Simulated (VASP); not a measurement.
A run of VASP 6.6.1 is set up as follows.

The input INCAR:

```
SYSTEM = AgBr
PREC = Accurate ; ENCUT = 500
EDIFF = 1E-6 ; ISMEAR = -1
SIGMA = 0.02 ; LREAL = .FALSE.
LASPH = .TRUE. ; NELM = 120
ALGO = Normal ; ISIF = 2
LWAVE = .FALSE. ; LCHARG = .FALSE.
GGA = PE ; NBANDS = 16
GGA_COMPAT = .FALSE.
```

File KPOINTS:

```
regular mesh
0
G
  7 7 7
  0 0 0
```

The input POSCAR:

```
AgBr
1.0
    0.0000000000      2.9302287054      2.9302287054
    2.9302287054      0.0000000000      2.9302287054
    2.9302287054      2.9302287054      0.0000000000
Ag Br
1 1
Direct
    0.0000000000      0.0000000000      0.0000000000
    0.5000000000      0.5000000000      0.5000000000
```

Potentials or basis: VASP PAW PBE potentials, release 64 (Ag, Br).

Launch:

```bash
$ cat potpaw_PBE.64/Ag/POTCAR potpaw_PBE.64/Br/POTCAR > POTCAR
$ mpirun -np 1 vasp_std > vasp.out
```

(1) Estimate the band gap on the k mesh.

(2) Predict the pressure.

## Answers

(1) 0.76 eV, indirect (least direct gap 2.41 eV).

(2) -0.4 GPa.
